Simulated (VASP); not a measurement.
# BaTe in VASP: a series of runs

BaTe is run at these levels: PBE, HSE06; tasks: single point.

Everything below comes from runs of VASP 6.6.1. Logs are shortened: lines on timing, memory, paths and dates and some standing lists are left out, and cuts for length are marked.

### Step 1. The cell of the first run

The structure is tetragonal, space group I4/mmm (No. 139). The conventional cell has a = 4.996 Å, b = 4.996 Å, c = 6.967 Å, α = 90.00°, β = 90.00°, γ = 90.00°. Within 4.6 Å of Ba (site symmetry 4/mmm) lie 6 Te at 3.48 to 3.53 Å. Te (site symmetry 4/mmm) has 6 Ba at 3.48 to 3.53 Å within 4.6 Å.

### Step 2. Single point, PBE (uniaxial y strain -1.4%)

File INCAR:

```
PREC = Accurate
ENCUT = 520
EDIFF = 1E-6
ISMEAR = 0
SIGMA = 0.01
LREAL = F
LASPH = T
NELM = 80
ALGO = Normal
ISIF = 2
LWAVE = F
LCHARG = F
GGA = PE
NBANDS = 15
```

File KPOINTS:

```
Automatic mesh
0
Gamma
  4 4 4
```

File POSCAR:

```
BaTe
1.0
    0.0000000000      3.4836324785      3.5323793130
    3.5323793130      0.0000000000      3.5323793130
    3.5323793130      3.4836324785      0.0000000000
Ba Te
1 1
Direct
    0.0000000000      0.0000000000      0.0000000000
    0.5000000000      0.5000000000      0.5000000000
```

Potentials or basis: VASP PAW PBE potentials, release 64 (Ba_sv, Te).

On the command line:

```
$ cat potpaw_PBE.64/Ba_sv/POTCAR potpaw_PBE.64/Te/POTCAR > POTCAR
$ mpirun -np 1 vasp_std > vasp.out
```

OUTCAR:

```text
PREC = Accurate
   ENCUT = 520
   EDIFF = 1E-6
   ISMEAR = 0
   LREAL = F
   LASPH = T
   NELM = 80
   ISIF = 2
   GGA = PE

 ion  position               nearest neighbor table
   1  0.000  0.000  0.000-   2 3.48   2 3.48   2 3.53   2 3.53   2 3.53   2 3.53
   2  0.500  0.500  0.500-   1 3.48   1 3.48   1 3.53   1 3.53   1 3.53   1 3.53

  LATTYP: Found a body centered tetragonal cell.
 ALAT       =     4.9955387319
 C/A-ratio  =     1.3946974152

  Lattice vectors:

 A1 = (   0.0000000000,  -3.4836324785,   3.5323793130)
 A2 = (   0.0000000000,  -3.4836324785,  -3.5323793130)
 A3 = (   3.5323793130,   3.4836324785,   0.0000000000)

Analysis of symmetry for initial positions (statically):
=====================================================================
 Subroutine PRICEL returns:
 Original cell was already a primitive cell.

 Routine SETGRP: Setting up the symmetry group for a
 body centered tetragonal supercell.

 Subroutine GETGRP returns: Found 16 space group operations
 (whereof 16 operations were pure point group operations)
 out of a pool of 16 trial point group operations.

The static configuration has the point symmetry D_4h.

Analysis of symmetry for dynamics (positions and initial velocities):
=====================================================================
 Subroutine PRICEL returns:
 Original cell was already a primitive cell.

 Routine SETGRP: Setting up the symmetry group for a
 body centered tetragonal supercell.

 Subroutine GETGRP returns: Found 16 space group operations
 (whereof 16 operations were pure point group operations)
 out of a pool of 16 trial point group operations.

The dynamic configuration has the point symmetry D_4h.

 Subroutine INISYM returns: Found 16 space group operations
 (whereof 16 operations are pure point group operations),
 and found     1 'primitive' translations

----------------------------------------------------------------------------------------

                                     Primitive cell

  volume of cell :      86.9355

  direct lattice vectors                    reciprocal lattice vectors
     0.000000000  3.483632479  3.532379313    -0.141547653  0.143528344  0.141547653
     3.532379313  0.000000000  3.532379313     0.141547653 -0.143528344  0.141547653
     3.532379313  3.483632479  0.000000000     0.141547653  0.143528344 -0.141547653

  length of vectors
[... 79 lines left out ...]
   TEBEG  =    0.0;   TEEND  =   0.0 temperature during run
   PSTRESS=    0.0 pullay stress
   NELECT =      16.0000    total number of electrons
   NUPDOWN=      -1.0000    fix difference up-down
   EMIN   =  10.00;   EMAX   =-10.00  energy-range for DOS
   EFERMI =   0.00;   METHOD = LEGACY
   ISMEAR =     0;   SIGMA  =   0.01  broadening in eV -4-tet -1-fermi 0-gaus
   EFERMI_NEDOS =   21; number of points for ismear=-14 and -15
   IALGO  =     38    algorithm
   IMIX   =      4    mixing-type and parameters
     AMIX     =   0.40;   BMIX     =  1.00
     AMIX_MAG =   1.60;   BMIX_MAG =  1.00
  volume/ion in A,a.u.               =      43.47       293.33
  Fermi-wavevector in a.u.,A,eV,Ry     =   0.931213  1.759738 11.798403  0.867158
  Thomas-Fermi vector in A             =   2.057683
   LORBIT       =      0    0 simple, 1 ext, 2 COOP (PROOUT), +10 PAW based schemes
   GGA     = PE    functional components
   LHFCALC =     F    Hartree Fock is set to
   AEXX    =    0.0000 exact exchange contribution
   IVDW    =     0    specifies the selected vdW correction
   LEPSILON=     F    determine dielectric tensor
   LRPA    =     F    only Hartree local field effects (RPA)
 non-spin polarized calculation
 Gauss-broadening in eV      SIGMA  =   0.01
  energy-cutoff  :      520.00
  volume of cell :       86.94
 maximum number of plane-waves:      2349
 NGX is ok and might be reduce to    40
   NGX = 19   NGY = 19   NGZ = 19

 number of electron      16.0000000 magnetization

 Free energy of the ion-electron system (eV)
  ---------------------------------------------------
  ext. energy  EPLUGINS =         0.00000000
  ---------------------------------------------------
  free energy    TOTEN  =        -8.61316320 eV

  energy without entropy =       -8.61316320  energy(sigma->0) =       -8.61316320

 E-fermi :   2.3405     XC(G=0):  -8.1880

 val. band max:        2.2226614552   @ k =   0.0000   0.0000   0.0000
 cond. band min:       3.7406217384   @ k =   0.5000   0.0000   0.5000
 fundamental gap:      1.5179602832
 Fermi energy:         2.3405333220

 k-point     1 :       0.0000    0.0000    0.0000
  band No.  band energies     occupation
      1     -24.8677      2.00000
      2     -10.0172      2.00000
      3     -10.0156      2.00000
      4     -10.0156      2.00000
      5      -7.3103      2.00000
      6       2.1877      2.00000
      7       2.1877      2.00000
      8       2.2227      2.00000
      9       5.0424      0.00000
     10       5.0979      0.00000
     11       5.0979      0.00000
     12       5.1833      0.00000
     13       5.6989      0.00000
     14       5.7697      0.00000
[... 203 lines left out ...]
      2     -10.2155      2.00000
      3     -10.0979      2.00000
      4     -10.0979      2.00000
      5      -7.1038      2.00000
      6       1.1064      2.00000
      7       1.7917      2.00000
      8       1.7917      2.00000
      9       3.7406      0.00000
     10       6.6174      0.00000
     11       6.7731      0.00000
     12       7.7482      0.00000
     13       7.8727      0.00000
     14       7.8727      0.00000
     15       9.9324      0.00000

------------------------ aborting loop because EDIFF is reached ----------------------------------------

  FORCE on cell =-STRESS in cart. coord.  units (eV):
  Direction    XX          YY          ZZ          XY          YZ          ZX
  --------------------------------------------------------------------------------------
  -------------------------------------------------------------------------------------
  Total        0.2641133      0.7704414      0.2641133      0.0000000      0.0000000      0.0000000
  in kB        4.8674763     14.1988505      4.8674763      0.0000000      0.0000000      0.0000000
  external PRESSURE =       7.9779344 kB  Pullay stress =       0.0000000 kB

 VOLUME and BASIS-vectors are now :
 -----------------------------------------------------------------------------
  energy-cutoff  :      520.00
  volume of cell :       86.94
      direct lattice vectors                 reciprocal lattice vectors
     0.000000000  3.483632479  3.532379313    -0.141547653  0.143528344  0.141547653
     3.532379313  0.000000000  3.532379313     0.141547653 -0.143528344  0.141547653
     3.532379313  3.483632479  0.000000000     0.141547653  0.143528344 -0.141547653

 POSITION                                       TOTAL-FORCE (eV/Angst)
 -----------------------------------------------------------------------------------
      0.00000      0.00000      0.00000         0.000000      0.000000     -0.000000
      3.53238      3.48363      3.53238        -0.000000      0.000000      0.000000
 -----------------------------------------------------------------------------------
    total drift:                                0.000000     -0.000000     -0.000000

  FREE ENERGIE OF THE ION-ELECTRON SYSTEM (eV)
  ---------------------------------------------------
  free  energy   TOTEN  =        -8.6131632033 eV

  energy  without entropy=       -8.6131632033  energy(sigma->0) =       -8.61316320
```

OSZICAR:

```text
N       E                     dE             d eps       ncg     rms          rms(c)
DAV:   1     0.844924908696E+02    0.84492E+02   -0.61441E+03   390   0.885E+02
DAV:   2    -0.327545627733E+01   -0.87768E+02   -0.78566E+02   510   0.152E+02
DAV:   3    -0.856661009723E+01   -0.52912E+01   -0.52523E+01   516   0.420E+01
DAV:   4    -0.871600141957E+01   -0.14939E+00   -0.14935E+00   494   0.712E+00
DAV:   5    -0.871976727172E+01   -0.37659E-02   -0.37658E-02   562   0.935E-01    0.365E+00
DAV:   6    -0.860371577492E+01    0.11605E+00   -0.13449E-01   467   0.182E+00    0.240E+00
DAV:   7    -0.860578832854E+01   -0.20726E-02   -0.11451E-01   481   0.187E+00    0.824E-01
DAV:   8    -0.861250296558E+01   -0.67146E-02   -0.14999E-02   446   0.810E-01    0.201E-01
DAV:   9    -0.861295758691E+01   -0.45462E-03   -0.89350E-04   502   0.193E-01    0.628E-02
DAV:  10    -0.861314543594E+01   -0.18785E-03   -0.30738E-04   440   0.116E-01    0.187E-02
DAV:  11    -0.861316589267E+01   -0.20457E-04   -0.52677E-05   509   0.406E-02    0.206E-02
DAV:  12    -0.861316259736E+01    0.32953E-05   -0.12633E-05   460   0.191E-02    0.101E-02
DAV:  13    -0.861316320330E+01   -0.60594E-06   -0.65637E-07   349   0.520E-03
   1 F= -.86131632E+01 E0= -.86131632E+01  d E =-.403031E-64
```

Wall time 12 s (1 thread of Intel Xeon 6975P-C (Granite Rapids), shared host); peak memory 0.23 GiB.

What came out:

```yaml
Free_energy: -8.6132 eV
Pressure: 0.8 GPa
Band_gap_on_the_k_mesh: 1.52 eV (least direct gap 1.90 eV)
```

Levels at points of the mesh, in eV from the valence-band top:
| k point | band 4 | band 5 | band 6 | band 7 | band 8 | band 9 | band 10 | band 11 | band 12 | band 13 |
| --- | --- | --- | --- | --- | --- | --- | --- | --- | --- | --- |
| (0.00, 0.00, 0.00) | -12.24 | -9.53 | -0.04 | -0.04 | 0.00 | 2.82 | 2.88 | 2.88 | 2.96 | 3.48 |
| (0.50, 0.00, 0.00) | -12.25 | -8.84 | -2.23 | -1.13 | -1.13 | 4.14 | 4.69 | 4.81 | 4.84 | 6.85 |
| (0.50, 0.50, 0.00) | -12.31 | -9.33 | -1.17 | -0.41 | -0.38 | 1.52 | 4.35 | 4.58 | 5.49 | 5.62 |
| (0.50, 0.00, 0.50) | -12.32 | -9.33 | -1.12 | -0.43 | -0.43 | 1.52 | 4.39 | 4.55 | 5.53 | 5.65 |

Caveat: the cell differs from its parent crystal (uniaxial y strain -1.4%); spin-orbit coupling is left out, which moves the levels of the heavy elements.

### Step 3. Single point, PBE (shear xy strain +2.9%)

File INCAR:

```
  PREC = Accurate
  ENCUT = 520
  EDIFF = 1E-6
  ISMEAR = 0
  SIGMA = 0.01
  LREAL = False
  LASPH = True
  NELM = 100
  ALGO = Normal
  ISIF = 2
  LWAVE = False
  LCHARG = False
  GGA = PE
  NBANDS = 15
```

KPOINTS is that of step 2.

File POSCAR:

```
BaTe
1.0
    0.0510428811      3.5323793130      3.5323793130
    3.5323793130      0.0510428811      3.5323793130
    3.5834221941      3.5834221941      0.0000000000
Ba Te
1 1
Direct
    0.0000000000      0.0000000000      0.0000000000
    0.5000000000      0.5000000000      0.5000000000
```

Potentials or basis: VASP PAW PBE potentials, release 64 (Ba_sv, Te).

On the command line:

```
$ cat potpaw_PBE.64/Ba_sv/POTCAR potpaw_PBE.64/Te/POTCAR > POTCAR
$ mpirun -np 1 vasp_std > vasp.out
```

It took 18 s on 1 thread of Intel Xeon 6975P-C (Granite Rapids), shared host; peak memory 0.24 GiB.

Results (log left out):

```
Free energy            : -8.6172 eV
Pressure               : 0.3 GPa
Band gap on the k mesh : 1.52 eV (least direct gap 1.89 eV)
```

Stress tensor (GPa, compression positive):
```
 0.35 -0.33  0.00
-0.33  0.35  0.00
 0.00  0.00  0.34
```

Levels at points of the mesh, in eV from the valence-band top:
```csv
k point,band 5,band 6,band 7,band 8,band 9,band 10,band 11,band 12
"(0.00, 0.00, 0.00)",-9.53,-0.09,-0.05,0.00,2.71,2.79,2.93,2.98
"(0.50, 0.00, 0.00)",-8.87,-2.21,-1.20,-1.12,4.08,4.60,4.74,4.93
"(0.50, 0.50, 0.00)",-9.33,-1.18,-0.49,-0.37,1.52,4.33,4.47,5.41
"(0.00, 0.00, 0.50)",-8.87,-2.22,-1.13,-1.04,4.12,4.52,4.75,4.81
"(0.50, 0.00, 0.50)",-9.33,-1.18,-0.43,-0.43,1.52,4.32,4.46,5.38
```

Caveat: the cell differs from its parent crystal (shear xy strain +2.9%); spin-orbit coupling is left out, which moves the levels of the heavy elements. A k mesh can miss the band edges.

### Step 4. Single point, HSE06

This run uses another cell than the first one, of 44.08 Å³/atom.

File POSCAR:

```
BaTe
1.0
    0.0000000000      3.5323793130      3.5323793130
    3.5323793130      0.0000000000      3.5323793130
    3.5323793130      3.5323793130      0.0000000000
Ba Te
1 1
Direct
    0.0000000000      0.0000000000      0.0000000000
    0.5000000000      0.5000000000      0.5000000000
```

File INCAR.step1:

```
  PREC = Accurate
  ENCUT = 520
  EDIFF = 1E-5
  ISMEAR = 0
  SIGMA = 0.01
  LREAL = F
  LASPH = T
  NELM = 100
  ALGO = Normal
  ISIF = 2
  LWAVE = T
  LCHARG = F
  GGA = PE
  NBANDS = 15
```

File INCAR.step2:

```
  PREC = Accurate
  ENCUT = 520
  EDIFF = 1E-6
  ISMEAR = 0
  SIGMA = 0.01
  LREAL = F
  LASPH = T
  NELM = 100
  ALGO = Normal
  ISIF = 2
  LWAVE = F
  LCHARG = F
  GGA = PE
  LHFCALC = T
  HFSCREEN = 0.2079
  PRECFOCK = Normal
  ISTART = 1
  NBANDS = 15
```

KPOINTS is that of step 3.

On the command line:

```
$ cat potpaw_PBE.64/Ba_sv/POTCAR potpaw_PBE.64/Te/POTCAR > POTCAR
$ cp INCAR.step1 INCAR
$ mpirun -np 1 vasp_std > vasp.out
$ cp INCAR.step2 INCAR
$ mpirun -np 1 vasp_std > vasp.out
```

Wall time 4.6 min (1 thread of Intel Xeon 6975P-C (Granite Rapids), shared host); peak memory 0.36 GiB.

It converged, with:

```yaml
Free_energy: -9.8006 eV
Pressure: 0.0 GPa
Band_gap_on_the_k_mesh: 2.30 eV (least direct gap 2.73 eV)
```

Levels at points of the mesh, in eV from the valence-band top:
```tsv
k point	band 6	band 7	band 8	band 9	band 10	band 11
(0.00, 0.00, 0.00)	0.00	0.00	0.00	3.54	3.79	3.79
(0.50, 0.00, 0.00)	-2.32	-1.13	-1.13	4.88	5.68	5.87
(0.50, 0.50, 0.00)	-1.25	-0.43	-0.43	2.30	5.32	5.38
```

Caveat: the PAW data sets were made with another functional, which shifts forces and pressure a little; spin-orbit coupling is left out, which moves the levels of the heavy elements. A k mesh can miss the band edges.

### Step 5. Single point, HSE06 (uniaxial y strain -1.4%)

File POSCAR:

```
BaTe
1.0
    0.0000000000      3.4836324785      3.5323793130
    3.5323793130      0.0000000000      3.5323793130
    3.5323793130      3.4836324785      0.0000000000
Ba Te
1 1
Direct
    0.0000000000      0.0000000000      0.0000000000
    0.5000000000      0.5000000000      0.5000000000
```

File INCAR.step1:

```
PREC = Accurate ; ENCUT = 520
EDIFF = 1E-5 ; ISMEAR = 0
SIGMA = 0.01 ; LREAL = False
LASPH = True ; NELM = 60
ALGO = Normal ; ISIF = 2
LWAVE = True ; LCHARG = False
GGA = PE ; NBANDS = 15
```

File INCAR.step2:

```
PREC = Accurate ; ENCUT = 520
EDIFF = 1E-6 ; ISMEAR = 0
SIGMA = 0.01 ; LREAL = False
LASPH = True ; NELM = 60
ALGO = Normal ; ISIF = 2
LWAVE = False ; LCHARG = False
GGA = PE ; LHFCALC = True
HFSCREEN = 0.2079 ; PRECFOCK = Normal
ISTART = 1 ; NBANDS = 15
```

File KPOINTS:

```
regular mesh
0
Gamma
  4 4 4
```

On the command line:

```
$ cat potpaw_PBE.64/Ba_sv/POTCAR potpaw_PBE.64/Te/POTCAR > POTCAR
$ cp INCAR.step1 INCAR
$ mpirun -np 1 vasp_std > vasp.out
$ cp INCAR.step2 INCAR
$ mpirun -np 1 vasp_std > vasp.out
```

Wall time 7.7 min (1 thread of Intel Xeon 6975P-C (Granite Rapids), shared host); peak memory 0.36 GiB.

Results (log left out):

```
Free energy            : -9.7968 eV
Pressure               : 0.4 GPa
Band gap on the k mesh : 2.24 eV (least direct gap 2.67 eV)
```

Stress tensor (GPa, compression positive):
```
0.12 0.00 0.00
0.00 1.05 0.00
0.00 0.00 0.12
```

Levels at points of the mesh, in eV from the valence-band top:
```csv
k point,band 4,band 5,band 6,band 7,band 8,band 9,band 10,band 11,band 12,band 13
"(0.00, 0.00, 0.00)",-13.07,-10.38,-0.03,-0.03,0.00,3.57,3.73,3.73,3.82,4.34
"(0.50, 0.00, 0.00)",-13.08,-9.56,-2.39,-1.19,-1.18,4.88,5.69,5.87,5.90,7.73
"(0.50, 0.50, 0.00)",-13.15,-10.14,-1.30,-0.45,-0.43,2.25,5.28,5.46,6.51,6.74
"(0.50, 0.00, 0.50)",-13.16,-10.14,-1.24,-0.48,-0.48,2.24,5.35,5.41,6.55,6.77
```

Caveat: the cell differs from its parent crystal (uniaxial y strain -1.4%); the PAW data sets were made with another functional, which shifts forces and pressure a little; spin-orbit coupling is left out, which moves the levels of the heavy elements. A k mesh can miss the band edges.

### Step 6. Summary

| level | cell | grid for exact exchange (PRECFOCK) | share of exact exchange | screening parameter | gap on the mesh (eV) | pressure (GPa) |
| --- | --- | --- | --- | --- | --- | --- |
| PBE | a = 4.961, b = 4.996 Å, angles 59.8, 60.5, 59.8°, 2 atoms | - | - | - | 1.52 | 0.8 |
| PBE | a = 4.996, b = 4.996, c = 5.068 Å, angles 59.5, 59.5, 59.0°, 2 atoms | - | - | - | 1.52 | 0.3 |
| HSE06 | a = 4.996 Å, angles 60.0°, 2 atoms | Normal | 0.25 | 0.2079 1/Å | 2.30 | 0.0 |
| HSE06 | a = 4.961, b = 4.996 Å, angles 59.8, 60.5, 59.8°, 2 atoms | Normal | 0.25 | 0.2079 1/Å | 2.24 | 0.4 |

Alike in all rows: task single point; potentials or basis VASP PAW PBE potentials, release 64 (Ba_sv, Te); no spin polarisation; k mesh 4 × 4 × 4; cutoff (eV) 520; smearing gaussian 0.01 eV.

Caveats: spin-orbit coupling is left out, which moves the levels of the heavy elements; the PAW data sets were made with another functional, which shifts forces and pressure a little (at least some runs).

Absolute energies hang on the potentials; compare differences alone.
